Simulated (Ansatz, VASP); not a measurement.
Two plane-wave programs on KBr

INCAR

```
SYSTEM = KBr
PREC = Accurate
ENCUT = 520
EDIFF = 1E-6
ISMEAR = -1
SIGMA = 0.02
LREAL = .FALSE.
LASPH = .TRUE.
NELM = 80
ALGO = Normal
ISIF = 2
LWAVE = .FALSE.
LCHARG = .FALSE.
GGA = PE
IBRION = 2
NSW = 80
EDIFFG = -0.02
```

Contents of KPOINTS:

```
Automatic mesh
0
G
  7 7 7
  0 0 0
```

The input POSCAR:

```
KBr
1.0
    0.0000000000      3.3000000000      3.3000000000
    3.3000000000      0.0000000000      3.3000000000
    3.3000000000      3.3000000000      0.0000000000
K Br
1 1
Direct
    0.0000000000      0.0000000000      0.0000000000
    0.5000000000      0.5000000000      0.5000000000
```

Input for Ansatz:

```yaml
crystal:
  lattice:
    - [0.0, 3.3, 3.3]
    - [3.3, 0.0, 3.3]
    - [3.3, 3.3, 0.0]
  atoms:
    - { symbol: K, position: [0.0, 0.0, 0.0] }
    - { symbol: Br, position: [0.5, 0.5, 0.5] }
kpoints:
  mp_grid: { grid: [7, 7, 7] }
scf:
  occupations: { method: fermi_dirac, width: 0.02 }
hamiltonian:
  xc: pbe
  pseudopotentials: { kind: paw }
output:
  forces: true
  stress: true
  populations: true
  efg:
    quadrupole_moments_barn: { K: 0.0603, Br: 0.2579 }
    contact_densities: true
relax:
  f_tol: 0.02
  max_steps: 60
```

Alike in both runs: task relaxation of the atoms; functional PBE; k mesh 7 × 7 × 7; occupations fermi-dirac, width 0.02 eV; no spin polarisation.

```csv
,VASP,Ansatz
version,VASP 6.6.1,Ansatz 0.2.0
potentials or method,"VASP PAW PBE potentials, release 64 (K_sv, Br)","plane-wave PAW, scalar-relativistic"
plane-wave cutoff (eV),520,420
valence electrons in the cell,16,16
```

```csv
,VASP,Ansatz,Ansatz less VASP
"gap on the k mesh at the Fermi level, each at its own relaxed structure (eV)",4.43,4.44,+0.002
```

Ansatz's warnings: stress scf threshold loose.

Noted on VASP's run: the relaxation stopped at its first step, so nothing moved.
